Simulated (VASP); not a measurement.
# Ge in VASP: further runs, part 2 of 2

VASP 6.6.1. The steps go on from the part before.

## (3) Single point, PBE+D3(BJ)

The input, INCAR:

```
PREC = Accurate ; ENCUT = 520
EDIFF = 1E-7 ; ISMEAR = 0
SIGMA = 0.1 ; LREAL = False
LASPH = True ; NELM = 100
ALGO = Normal ; ISIF = 2
LWAVE = False ; LCHARG = False
LDIPOL = True ; IDIPOL = 3
DIPOL = 0.5 0.5 0.377 ; GGA = PE
IVDW = 12 ; NBANDS = 36
```

The input, KPOINTS:

```
regular mesh
0
Gamma
  9 9 1
```

The input, POSCAR:

```
Ge
1.0
    4.0226895311      0.0000000000      0.0000000000
   -2.0113447656      3.4837513255      0.0000000000
    0.0000000000      0.0000000000     18.8685220517
Ge
4
Direct
    0.3333333333      0.6666666667      0.2747571332
    0.6666666667      0.3333333333      0.2384924472
    0.0000000000      1.0000000000      0.5150653573
    0.3333333333      0.6666666667      0.4788006714
```

Potentials or basis: VASP PAW PBE potentials, release 64 (Ge_d).

The run is started by

```sh
> cat potpaw_PBE.64/Ge_d/POTCAR > POTCAR
> mpirun -np 1 vasp_std > vasp.out
```

OUTCAR:

```text
PREC = Accurate
   ENCUT = 520
   EDIFF = 1E-7
   ISMEAR = 0
   LREAL = False
   LASPH = True
   NELM = 100
   ISIF = 2
   GGA = PE
   IVDW = 12
 IVDW          = 12

 ion  position               nearest neighbor table
   1  0.333  0.667  0.275-   2 2.42   2 2.42   2 2.42
   2  0.667  0.333  0.238-   1 2.42   1 2.42   1 2.42
   3  0.000  0.000  0.515-   4 2.42   4 2.42   4 2.42
   4  0.333  0.667  0.479-   3 2.42   3 2.42   3 2.42

  LATTYP: Found a hexagonal cell.
 ALAT       =     4.0226895311
 C/A-ratio  =     4.6905240650

  Lattice vectors:

 A1 = (   4.0226895311,   0.0000000000,   0.0000000000)
 A2 = (  -2.0113447656,   3.4837513255,   0.0000000000)
 A3 = (   0.0000000000,   0.0000000000,  18.8685220517)

Analysis of symmetry for initial positions (statically):
=====================================================================
 Subroutine PRICEL returns:
 Original cell was already a primitive cell.

 Routine SETGRP: Setting up the symmetry group for a
 hexagonal supercell.

 Subroutine GETGRP returns: Found 12 space group operations
 (whereof  6 operations were pure point group operations)
 out of a pool of 24 trial point group operations.

The static configuration has the point symmetry C_3v.
 The point group associated with its full space group is D_3d.
[... 166 lines left out ...]
  band No.  band energies     occupation
      1     -25.8602      2.00000
      2     -25.8602      2.00000
      3     -25.8600      2.00000
      4     -25.8600      2.00000
      5     -25.8106      2.00000
      6     -25.8095      2.00000
[... 457 lines left out ...]
     35       4.9960      0.00000
     36       5.1038      0.00000

------------------------ aborting loop because EDIFF is reached ----------------------------------------

 vacuum level on the upper side and lower side of the slab       (xc-potential included)        -0.092        -0.091

 Edisp (eV)   -0.80307

 E8    (eV) :    -0.3682

  FORCE on cell =-STRESS in cart. coord.  units (eV):
  Direction    XX          YY          ZZ          XY          YZ          ZX
  --------------------------------------------------------------------------------------
  -------------------------------------------------------------------------------------
  Total      -0.11071    -0.11071    -1.21953     0.00000     0.00000    -0.00000
  in kB      -0.67081    -0.67081    -7.38926     0.00000     0.00000    -0.00000
  external pressure =       -2.91 kB  Pullay stress =        0.00 kB

 VOLUME and BASIS-vectors are now :
 -----------------------------------------------------------------------------
  energy-cutoff  :      520.00
  volume of cell :      264.42
      direct lattice vectors                 reciprocal lattice vectors
     4.022689531  0.000000000  0.000000000     0.248589903  0.143523447  0.000000000
    -2.011344766  3.483751326  0.000000000     0.000000000  0.287046895  0.000000000
     0.000000000  0.000000000 18.868522052     0.000000000  0.000000000  0.052998322

 POSITION                                       TOTAL-FORCE (eV/Angst)
 -----------------------------------------------------------------------------------
     -0.00000      2.32250      5.18426        -0.000000     -0.000000      0.274709
      2.01134      1.16125      4.50000        -0.000000     -0.000000      0.020299
      0.00000      0.00000      9.71852         0.000000      0.000000     -0.020299
     -0.00000      2.32250      9.03426         0.000000     -0.000000     -0.274709
 -----------------------------------------------------------------------------------
    total drift:                                0.000000     -0.000000     -0.000022

  FREE ENERGIE OF THE ION-ELECTRON SYSTEM (eV)
  ---------------------------------------------------
  free  energy   TOTEN  =       -17.0599628263 eV

  energy  without entropy=      -17.0571767034  energy(sigma->0) =      -17.05856976

 vacuum level on the upper side and lower side of the slab         3.044         3.045
```

OSZICAR:

```text
N       E                     dE             d eps       ncg     rms          rms(c)
DAV:   1     0.484638470527E+03    0.48464E+03   -0.29818E+04  1028   0.269E+03
DAV:   2     0.619738064340E+02   -0.42266E+03   -0.41432E+03   944   0.667E+02
DAV:   3    -0.125264484919E+02   -0.74500E+02   -0.74160E+02  1168   0.190E+02
[... 15 lines left out ...]
DAV:  19    -0.162568931244E+02   -0.71116E-05   -0.13007E-06  1028   0.770E-02    0.447E-04
DAV:  20    -0.162568949027E+02   -0.17783E-05   -0.54713E-07   972   0.683E-03    0.340E-04
DAV:  21    -0.162568956451E+02   -0.74242E-06   -0.99692E-08   680   0.176E-02    0.224E-04
DAV:  22    -0.162568958642E+02   -0.21906E-06   -0.30643E-08   636   0.632E-03    0.880E-05
DAV:  23    -0.162568958697E+02   -0.55170E-08   -0.22203E-08   660   0.148E-03
   1 F= -.17059963E+02 E0= -.17058570E+02  d E =-.278612E-02
```

stdout:

```text
POSCAR found type information on POSCAR Ge
 POSCAR found :  1 types and       4 ions
 scaLAPACK will be used
 LDA part: xc-table for (Slater+PW92), standard interpolation
 POSCAR, INCAR and KPOINTS ok, starting setup
 FFT: planning ... GRIDC
 FFT: planning ... GRID_SOFT
 FFT: planning ... GRID
 WAVECAR not read
 entering main loop
```

Run time: 1.8 min. Hardware: 1 thread of AMD EPYC 9R45 (Zen 5), shared host; peak memory 0.35 GiB.

What came out:

```yaml
Free_energy: -17.0600 eV
Largest_force: 0.275 eV/Å
Band_gap_on_the_k_mesh: zero (filled and empty bands touch)
Dispersion_energy_per_atom: -0.201 eV
```

Forces on the atoms (eV/Å):
```
Ge   0.000  0.000  0.275
Ge   0.000  0.000  0.020
Ge   0.000  0.000 -0.020
Ge   0.000  0.000 -0.275
```
